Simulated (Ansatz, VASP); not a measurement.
**One calculation of Ru, two programs**

INCAR

```
PREC     = Accurate       # precision mode
ENCUT    = 520            # plane-wave cutoff, eV
EDIFF    = 1E-7           # SCF threshold, eV
ISMEAR   = -1             # smearing method
SIGMA    = 0.03           # smearing width, eV
LREAL    = False          # projectors in reciprocal space
LASPH    = True           # aspherical terms in the spheres
NELM     = 100            # most SCF steps
ALGO     = Normal         # electronic algorithm
ISIF     = 2              # what is computed and relaxed
LWAVE    = False          # write WAVECAR
LCHARG   = False          # write CHGCAR
GGA      = PS             # functional
NBANDS   = 21             # bands
```

Contents of KPOINTS:

```
regular mesh
0
Gamma
  14 14 8
```

Contents of POSCAR:

```
Ru
1.0
    2.6692299955      0.0000000000      0.0000000000
   -1.3346149977      2.3116209847      0.0000000000
    0.0000000000      0.0000000000      4.2240293924
Ru
2
Direct
    0.3333333333      0.6666666667      0.2500000000
    0.6666666667      0.3333333333      0.7500000000
```

Input for Ansatz:

```yaml
crystal:
  lattice:
    - [2.6692299955, 0.0, 0.0]
    - [-1.3346149977, 2.3116209847, 0.0]
    - [0.0, 0.0, 4.2240293924]
  atoms:
    - { symbol: Ru, position: [0.3333333333, 0.6666666667, 0.25] }
    - { symbol: Ru, position: [0.6666666667, 0.3333333333, 0.75] }
kpoints:
  mp_grid: { grid: [14, 14, 8] }
  band_path:
    path:
      - [0.0, 0.0, 0.0]
      - [0.5, 0.0, 0.0]
      - [0.3333333333, 0.3333333333, 0.0]
      - [0.0, 0.0, 0.0]
      - [0.0, 0.0, 0.5]
      - [0.5, 0.0, 0.5]
      - [0.3333333333, 0.3333333333, 0.5]
      - [0.0, 0.0, 0.5]
      - [0.5, 0.0, 0.5]
    npoints: 5
scf:
  occupations: { method: fermi_dirac, width: 0.03 }
hamiltonian:
  xc: pbesol
  pseudopotentials: { kind: all_electron, lapw: { basis_error: 0.001 } }
output:
  forces: true
  stress: true
  eigenvalues: true
```

Change from the starting cell: volume scaled by 0.96.

Alike in both runs: task single point; functional PBEsol; k mesh 14 × 14 × 8; occupations fermi-dirac, width 0.03 eV; no spin polarisation.

```csv
,VASP,Ansatz
version,VASP 6.6.1,Ansatz 0.2.0
potentials or method,"VASP PAW PBE potentials, release 64 (Ru_pv), cutoff 520 eV","all-electron LAPW, scalar-relativistic"
```

VASP gave:

| Property | Result |
| --- | --- |
| pressure (GPa) | 8.0 |
| traceless stress, the component that is largest in VASP (GPa) | -0.89 |

Task: Which values does Ansatz return?

Result: Pressure (GPa): 8.0; traceless stress, the component that is largest in VASP (GPa): -0.94.

VASP's potentials were made for PBE, not for PBEsol. Ansatz ran all-electron here, and VASP with PAW potentials.
